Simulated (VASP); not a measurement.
# CdSe (F-43m) in VASP: settings compared

Aim: see how the results for CdSe move with the level of theory and the settings. Levels: PBE, BLYP, PBEsol. Tasks: single point.

Everything below comes from runs of VASP 6.6.1. Logs are shortened: lines on timing, memory, paths and dates and some standing lists are left out, and cuts for length are marked.

### Step 1. The cell of the first run

Symmetry: F-43m, No. 216, cubic system. Conventional cell: a = 6.141 Å, b = 6.141 Å, c = 6.141 Å, α = 90.00°, β = 90.00°, γ = 90.00°. Cd (site symmetry -43m) has 4 Se at 2.66 Å within 3.5 Å. Within 3.5 Å of Se (site symmetry -43m) lie 4 Cd at 2.66 Å.

### Step 2. Single point, PBE

File INCAR:

```
SYSTEM = CdSe
  ALGO = Normal
  EDIFF = 1E-6
  ENCUT = 500
  GGA = PE
  GGA_COMPAT = .False.
  ISIF = 2
  ISMEAR = 0
  LASPH = .True.
  LCHARG = .True.
  LELF = .True.
  LREAL = .False.
  LVHAR = .True.
  LWAVE = .False.
  NBANDS = 16
  NELM = 120
  PREC = Accurate
  SIGMA = 0.01
```

File KPOINTS:

```
k-points
0
Gamma
  5 5 5
  0 0 0
```

File POSCAR:

```
CdSe
1.0
    0.0000000000      3.0702700000      3.0702700000
    3.0702700000      0.0000000000      3.0702700000
    3.0702700000      3.0702700000      0.0000000000
Cd Se
1 1
Direct
    0.0000000000      0.0000000000      0.0000000000
    0.7500000000      0.7500000000      0.7500000000
```

Potentials or basis: VASP PAW PBE potentials, release 64 (Cd, Se).

The run is started by

```bash
$ cat potpaw_PBE.64/Cd/POTCAR potpaw_PBE.64/Se/POTCAR > POTCAR
$ mpirun -np 1 vasp_std > vasp.out
```

OUTCAR:

```text
SYSTEM = CdSe
   EDIFF = 1E-6
   ENCUT = 500
   GGA = PE
   ISIF = 2
   ISMEAR = 0
   LASPH = .True.
   LREAL = .False.
   NELM = 120
   PREC = Accurate

 ion  position               nearest neighbor table
   1  0.000  0.000  0.000-   2 2.66   2 2.66   2 2.66   2 2.66
   2  0.750  0.750  0.750-   1 2.66   1 2.66   1 2.66   1 2.66

  LATTYP: Found a face centered cubic cell.
 ALAT       =     6.1405400000

  Lattice vectors:

 A1 = (   0.0000000000,   3.0702700000,   3.0702700000)
 A2 = (   3.0702700000,   0.0000000000,   3.0702700000)
 A3 = (   3.0702700000,   3.0702700000,   0.0000000000)

Analysis of symmetry for initial positions (statically):
=====================================================================
 Subroutine PRICEL returns:
 Original cell was already a primitive cell.

 Routine SETGRP: Setting up the symmetry group for a
 face centered cubic supercell.

 Subroutine GETGRP returns: Found 24 space group operations
 (whereof 24 operations were pure point group operations)
 out of a pool of 48 trial point group operations.

The static configuration has the point symmetry T_d .

Analysis of symmetry for dynamics (positions and initial velocities):
=====================================================================
 Subroutine PRICEL returns:
 Original cell was already a primitive cell.

 Routine SETGRP: Setting up the symmetry group for a
 face centered cubic supercell.

 Subroutine GETGRP returns: Found 24 space group operations
 (whereof 24 operations were pure point group operations)
 out of a pool of 48 trial point group operations.

The dynamic configuration has the point symmetry T_d .

 Subroutine INISYM returns: Found 24 space group operations
 (whereof 24 operations are pure point group operations),
 and found     1 'primitive' translations

----------------------------------------------------------------------------------------

                                     Primitive cell

  volume of cell :      57.8842

  direct lattice vectors                    reciprocal lattice vectors
     0.000000000  3.070270000  3.070270000    -0.162852127  0.162852127  0.162852127
     3.070270000  0.000000000  3.070270000     0.162852127 -0.162852127  0.162852127
     3.070270000  3.070270000  0.000000000     0.162852127  0.162852127 -0.162852127

  length of vectors
     4.342017474  4.342017474  4.342017474     0.282068158  0.282068158  0.282068158

[... 64 lines left out ...]
   NELM   =    120;   NELMIN=  2; NELMDL= -5     # of ELM steps
   EDIFF  = 0.1E-05   stopping-criterion for ELM
   LREAL  =      F    real-space projection
   EDIFFG = 0.1E-04   stopping-criterion for IOM
   NSW    =      0    number of steps for IOM
   IBRION =     -1    ionic relax: 0-MD 1-quasi-New 2-CG
   NFREE  =      0    steps in history (QN), initial steepest desc. (CG)
   ISIF   =      2    stress and relaxation
   ISYM   =      2    0-nonsym 1-usesym 2-fastsym
   POTIM  = 0.5000    time-step for ionic-motion
   TEBEG  =    0.0;   TEEND  =   0.0 temperature during run
   PSTRESS=    0.0 pullay stress
   NELECT =      18.0000    total number of electrons
   NUPDOWN=      -1.0000    fix difference up-down
   EMIN   =  10.00;   EMAX   =-10.00  energy-range for DOS
   EFERMI =   0.00;   METHOD = LEGACY
   ISMEAR =     0;   SIGMA  =   0.01  broadening in eV -4-tet -1-fermi 0-gaus
   EFERMI_NEDOS =   21; number of points for ismear=-14 and -15
   IALGO  =     38    algorithm
   IMIX   =      4    mixing-type and parameters
     AMIX     =   0.40;   BMIX     =  1.00
     AMIX_MAG =   1.60;   BMIX_MAG =  1.00
  volume/ion in A,a.u.               =      28.94       195.31
  Fermi-wavevector in a.u.,A,eV,Ry     =   1.109121  2.095936 16.737212  1.230150
  Thomas-Fermi vector in A             =   2.245657
   LORBIT       =      0    0 simple, 1 ext, 2 COOP (PROOUT), +10 PAW based schemes
   GGA     = PE    functional components
   LHFCALC =     F    Hartree Fock is set to
   AEXX    =    0.0000 exact exchange contribution
   IVDW    =     0    specifies the selected vdW correction
   LEPSILON=     F    determine dielectric tensor
   LRPA    =     F    only Hartree local field effects (RPA)
 non-spin polarized calculation
 Gauss-broadening in eV      SIGMA  =   0.01
  energy-cutoff  :      500.00
  volume of cell :       57.88
 maximum number of plane-waves:      1479
   NGX = 15   NGY = 15   NGZ = 15

 number of electron      18.0000008 magnetization

 Free energy of the ion-electron system (eV)
  ---------------------------------------------------
  ext. energy  EPLUGINS =         0.00000000
  ---------------------------------------------------
  free energy    TOTEN  =        -5.47740440 eV

  energy without entropy =       -5.47740440  energy(sigma->0) =       -5.47740440

 E-fermi :   0.7731     XC(G=0):  -8.7524

 val. band max:        0.7283632220   @ k =   0.0000   0.0000   0.0000
 cond. band min:       1.2725662242   @ k =   0.0000   0.0000   0.0000
 fundamental gap:      0.5442030021
 Fermi energy:         0.7731304621

 k-point     1 :       0.0000    0.0000    0.0000
  band No.  band energies     occupation
      1     -11.7068      2.00000
      2      -7.1238      2.00000
      3      -7.1238      2.00000
      4      -7.1238      2.00000
      5      -6.7803      2.00000
      6      -6.7803      2.00000
[... 167 lines left out ...]
      3      -6.9579      2.00000
      4      -6.8261      2.00000
      5      -6.7618      2.00000
      6      -6.4078      2.00000
[... 8 lines left out ...]
     15      12.3674      0.00000
     16      14.2762      0.00000

------------------------ aborting loop because EDIFF is reached ----------------------------------------

  FORCE on cell =-STRESS in cart. coord.  units (eV):
  Direction    XX          YY          ZZ          XY          YZ          ZX
  --------------------------------------------------------------------------------------
  -------------------------------------------------------------------------------------
  Total        0.5825436      0.5825436      0.5825436      0.0000000      0.0000000     -0.0000000
  in kB       16.1242419     16.1242419     16.1242419      0.0000000      0.0000000     -0.0000000
  external PRESSURE =      16.1242419 kB  Pullay stress =       0.0000000 kB

 VOLUME and BASIS-vectors are now :
 -----------------------------------------------------------------------------
  energy-cutoff  :      500.00
  volume of cell :       57.88
      direct lattice vectors                 reciprocal lattice vectors
     0.000000000  3.070270000  3.070270000    -0.162852127  0.162852127  0.162852127
     3.070270000  0.000000000  3.070270000     0.162852127 -0.162852127  0.162852127
     3.070270000  3.070270000  0.000000000     0.162852127  0.162852127 -0.162852127

 POSITION                                       TOTAL-FORCE (eV/Angst)
 -----------------------------------------------------------------------------------
      0.00000      0.00000      0.00000        -0.000000     -0.000000      0.000000
      4.60540      4.60540      4.60540         0.000000      0.000000     -0.000000
 -----------------------------------------------------------------------------------
    total drift:                               -0.000000     -0.000000     -0.000000

  FREE ENERGIE OF THE ION-ELECTRON SYSTEM (eV)
  ---------------------------------------------------
  free  energy   TOTEN  =        -5.4774044008 eV

  energy  without entropy=       -5.4774044008  energy(sigma->0) =       -5.47740440
```

stdout:

```text
POSCAR found type information on POSCAR CdSe
 POSCAR found :  2 types and       2 ions
 scaLAPACK will be used
 LDA part: xc-table for (Slater+PW92), standard interpolation
 POSCAR, INCAR and KPOINTS ok, starting setup
 FFT: planning ... GRIDC
 FFT: planning ... GRID_SOFT
 FFT: planning ... GRID
 WAVECAR not read
 entering main loop
```

Wall time 17 s (1 thread of Intel Xeon 8259CL, shared host); peak memory 0.17 GiB.

What came out:

* Free energy: -5.4774 eV
* Pressure: 1.6 GPa
* Band gap on the k mesh: 0.54 eV, direct

### Step 3. Single point, BLYP

File INCAR:

```
  PREC = Accurate
  ENCUT = 500
  EDIFF = 1E-6
  ISMEAR = 0
  SIGMA = 0.01
  LREAL = F
  LASPH = T
  NELM = 120
  ALGO = Normal
  ISIF = 2
  LWAVE = F
  LCHARG = F
  GGA = B5
  ALDAX = 1.0
  AGGAX = 1.0
  AGGAC = 1.0
  ALDAC = 0.0
  NBANDS = 16
  GGA_COMPAT = F
```

File KPOINTS:

```
regular mesh
0
Gamma
  5 5 5
```

POSCAR is that of step 2.

Potentials or basis: VASP PAW PBE potentials, release 64 (Cd, Se).

The run is started by

```bash
$ cat potpaw_PBE.64/Cd/POTCAR potpaw_PBE.64/Se/POTCAR > POTCAR
$ mpirun -np 1 vasp_std > vasp.out
```

OUTCAR:

```text
PREC = Accurate
   ENCUT = 500
   EDIFF = 1E-6
   ISMEAR = 0
   LREAL = F
   LASPH = T
   NELM = 120
   ISIF = 2
   GGA = B5

 ion  position               nearest neighbor table
   1  0.000  0.000  0.000-   2 2.66   2 2.66   2 2.66   2 2.66
   2  0.750  0.750  0.750-   1 2.66   1 2.66   1 2.66   1 2.66

  LATTYP: Found a face centered cubic cell.
 ALAT       =     6.1405400000

  Lattice vectors:

 A1 = (   0.0000000000,   3.0702700000,   3.0702700000)
 A2 = (   3.0702700000,   0.0000000000,   3.0702700000)
 A3 = (   3.0702700000,   3.0702700000,   0.0000000000)

Analysis of symmetry for initial positions (statically):
=====================================================================
 Subroutine PRICEL returns:
 Original cell was already a primitive cell.

 Routine SETGRP: Setting up the symmetry group for a
 face centered cubic supercell.

 Subroutine GETGRP returns: Found 24 space group operations
 (whereof 24 operations were pure point group operations)
 out of a pool of 48 trial point group operations.

The static configuration has the point symmetry T_d .

Analysis of symmetry for dynamics (positions and initial velocities):
=====================================================================
 Subroutine PRICEL returns:
 Original cell was already a primitive cell.

 Routine SETGRP: Setting up the symmetry group for a
 face centered cubic supercell.

 Subroutine GETGRP returns: Found 24 space group operations
 (whereof 24 operations were pure point group operations)
 out of a pool of 48 trial point group operations.

The dynamic configuration has the point symmetry T_d .

 Subroutine INISYM returns: Found 24 space group operations
 (whereof 24 operations are pure point group operations),
 and found     1 'primitive' translations

----------------------------------------------------------------------------------------

                                     Primitive cell

  volume of cell :      57.8842

  direct lattice vectors                    reciprocal lattice vectors
     0.000000000  3.070270000  3.070270000    -0.162852127  0.162852127  0.162852127
     3.070270000  0.000000000  3.070270000     0.162852127 -0.162852127  0.162852127
     3.070270000  3.070270000  0.000000000     0.162852127  0.162852127 -0.162852127

  length of vectors
     4.342017474  4.342017474  4.342017474     0.282068158  0.282068158  0.282068158

  position of ions in fractional coordinates (direct lattice)
     0.000000000  0.000000000  0.000000000
     0.750000000  0.750000000  0.750000000

  ion indices of the primitive-cell ions
   primitive index   ion index
                 1           1
                 2           2

----------------------------------------------------------------------------------------

 KPOINTS: regular mesh

Automatic generation of k-mesh.
 Grid dimensions read from file:
 generate k-points for:    5    5    5

 Generating k-lattice:

  Cartesian coordinates                     Fractional coordinates (reciprocal lattice)
    -0.032570425  0.032570425  0.032570425     0.200000000  0.000000000  0.000000000
     0.032570425 -0.032570425  0.032570425     0.000000000  0.200000000  0.000000000
     0.032570425  0.032570425 -0.032570425     0.000000000  0.000000000  0.200000000

  Length of vectors
     0.056413632  0.056413632  0.056413632

  Shift w.r.t. Gamma in fractional coordinates (k-lattice)
     0.000000000  0.000000000  0.000000000

 Subroutine IBZKPT returns following result:
 ===========================================

 Found     10 irreducible k-points:

 Following reciprocal coordinates:
            Coordinates               Weight
  0.000000  0.000000  0.000000      1.000000
  0.200000  0.000000  0.000000      8.000000
  0.400000  0.000000  0.000000      8.000000
  0.200000  0.200000  0.000000      6.000000
  0.400000  0.200000  0.000000     24.000000
 -0.400000  0.200000  0.000000     24.000000
 -0.200000  0.200000  0.000000     12.000000
  0.400000  0.400000  0.000000      6.000000
 -0.400000  0.400000  0.000000     12.000000
 -0.400000  0.400000  0.200000     24.000000
   k-points           NKPTS =     10   k-points in BZ     NKDIM =     10   number of bands    NBANDS=     16
   number of dos      NEDOS =    301   number of ions     NIONS =      2
   total plane-waves  NPLWV =  32768
   dimension x,y,z NGX =    32 NGY =   32 NGZ =   32
   dimension x,y,z NGXF=    64 NGYF=   64 NGZF=   64
   ions per type =               1   1
   NGX,Y,Z   is equivalent  to a cutoff of  12.25, 12.25, 12.25 a.u.
   NGXF,Y,Z  is equivalent  to a cutoff of  24.50, 24.50, 24.50 a.u.
 SYSTEM =  unknown system
   PREC   = accura    normal or accurate (medium, high low for compatibility)
   ISTART =      0    job   : 0-new  1-cont  2-samecut
   ICHARG =      2    charge: 1-file 2-atom 10-const
   ISPIN  =      1    spin polarized calculation?
   LNONCOLLINEAR =      F non collinear calculations
   LSORBIT =      F    spin-orbit coupling
   LASPH  =      T    aspherical Exc in radial PAW
   ENCUT  =  500.0 eV  36.75 Ry    6.06 a.u.   7.92  7.92  7.92*2*pi/ulx,y,z
   NELM   =    120;   NELMIN=  2; NELMDL= -5     # of ELM steps
   EDIFF  = 0.1E-05   stopping-criterion for ELM
   LREAL  =      F    real-space projection
   EDIFFG = 0.1E-04   stopping-criterion for IOM
   NSW    =      0    number of steps for IOM
   IBRION =     -1    ionic relax: 0-MD 1-quasi-New 2-CG
   NFREE  =      0    steps in history (QN), initial steepest desc. (CG)
   ISIF   =      2    stress and relaxation
   ISYM   =      2    0-nonsym 1-usesym 2-fastsym
   POTIM  = 0.5000    time-step for ionic-motion
   TEBEG  =    0.0;   TEEND  =   0.0 temperature during run
   PSTRESS=    0.0 pullay stress
   NELECT =      18.0000    total number of electrons
   NUPDOWN=      -1.0000    fix difference up-down
   EMIN   =  10.00;   EMAX   =-10.00  energy-range for DOS
   EFERMI =   0.00;   METHOD = LEGACY
   ISMEAR =     0;   SIGMA  =   0.01  broadening in eV -4-tet -1-fermi 0-gaus
   EFERMI_NEDOS =   21; number of points for ismear=-14 and -15
   IALGO  =     38    algorithm
   IMIX   =      4    mixing-type and parameters
     AMIX     =   0.40;   BMIX     =  1.00
     AMIX_MAG =   1.60;   BMIX_MAG =  1.00
  volume/ion in A,a.u.               =      28.94       195.31
  Fermi-wavevector in a.u.,A,eV,Ry     =   1.109121  2.095936 16.737212  1.230150
  Thomas-Fermi vector in A             =   2.245657
   LORBIT       =      0    0 simple, 1 ext, 2 COOP (PROOUT), +10 PAW based schemes
   GGA     = B5    functional components
   LHFCALC =     F    Hartree Fock is set to
   AEXX    =    0.0000 exact exchange contribution
   IVDW    =     0    specifies the selected vdW correction
   LEPSILON=     F    determine dielectric tensor
   LRPA    =     F    only Hartree local field effects (RPA)
 non-spin polarized calculation
 Gauss-broadening in eV      SIGMA  =   0.01
  energy-cutoff  :      500.00
  volume of cell :       57.88
 maximum number of plane-waves:      1479
   NGX = 15   NGY = 15   NGZ = 15

 number of electron      18.0000008 magnetization

 Free energy of the ion-electron system (eV)
  ---------------------------------------------------
  ext. energy  EPLUGINS =         0.00000000
  ---------------------------------------------------
  free energy    TOTEN  =        -4.47822644 eV

  energy without entropy =       -4.47822644  energy(sigma->0) =       -4.47822644

 E-fermi :   1.1924     XC(G=0):  -8.2743

 val. band max:        1.1181855848   @ k =   0.0000   0.0000   0.0000
 cond. band min:       1.6146076677   @ k =   0.0000   0.0000   0.0000
 fundamental gap:      0.4964220829
 Fermi energy:         1.1923882091

 k-point     1 :       0.0000    0.0000    0.0000
  band No.  band energies     occupation
      1     -11.3403      2.00000
      2      -6.7899      2.00000
      3      -6.7899      2.00000
      4      -6.7899      2.00000
      5      -6.4527      2.00000
      6      -6.4527      2.00000
[... 8 lines left out ...]
     15      12.2428      0.00000
     16      12.2428      0.00000
[... 153 lines left out ...]
 k-point    10 :      -0.4000    0.4000    0.2000
  band No.  band energies     occupation
      1     -10.9199      2.00000
      2      -6.6350      2.00000
      3      -6.6255      2.00000
      4      -6.4975      2.00000
      5      -6.4343      2.00000
      6      -6.0833      2.00000
[... 8 lines left out ...]
     15      12.8473      0.00000
     16      14.7174      0.00000

------------------------ aborting loop because EDIFF is reached ----------------------------------------

  FORCE on cell =-STRESS in cart. coord.  units (eV):
  Direction    XX          YY          ZZ          XY          YZ          ZX
  --------------------------------------------------------------------------------------
  -------------------------------------------------------------------------------------
  Total        1.6047625      1.6047625      1.6047625     -0.0000000      0.0000000      0.0000000
  in kB       44.4182697     44.4182697     44.4182697     -0.0000000      0.0000000      0.0000000
  external PRESSURE =      44.4182697 kB  Pullay stress =       0.0000000 kB

 VOLUME and BASIS-vectors are now :
 -----------------------------------------------------------------------------
  energy-cutoff  :      500.00
  volume of cell :       57.88
      direct lattice vectors                 reciprocal lattice vectors
     0.000000000  3.070270000  3.070270000    -0.162852127  0.162852127  0.162852127
     3.070270000  0.000000000  3.070270000     0.162852127 -0.162852127  0.162852127
     3.070270000  3.070270000  0.000000000     0.162852127  0.162852127 -0.162852127

 POSITION                                       TOTAL-FORCE (eV/Angst)
 -----------------------------------------------------------------------------------
      0.00000      0.00000      0.00000        -0.000000     -0.000000      0.000000
      4.60540      4.60540      4.60540         0.000000      0.000000     -0.000000
 -----------------------------------------------------------------------------------
    total drift:                               -0.000000     -0.000000     -0.000000

  FREE ENERGIE OF THE ION-ELECTRON SYSTEM (eV)
  ---------------------------------------------------
  free  energy   TOTEN  =        -4.4782264396 eV

  energy  without entropy=       -4.4782264396  energy(sigma->0) =       -4.47822644
```

Run time: 28 s. Hardware: 1 thread of Intel Xeon 8259CL, shared host; peak memory 0.17 GiB.

Results:

```
Free energy            : -4.4782 eV
Pressure               : 4.4 GPa
Band gap on the k mesh : 0.50 eV, direct
```

Caveat: the PAW data sets were made with another functional, which shifts forces and pressure a little. BLYP gaps usually lie below the measured ones, often by a third to a half.

(Part 1 of 2 ends here.)
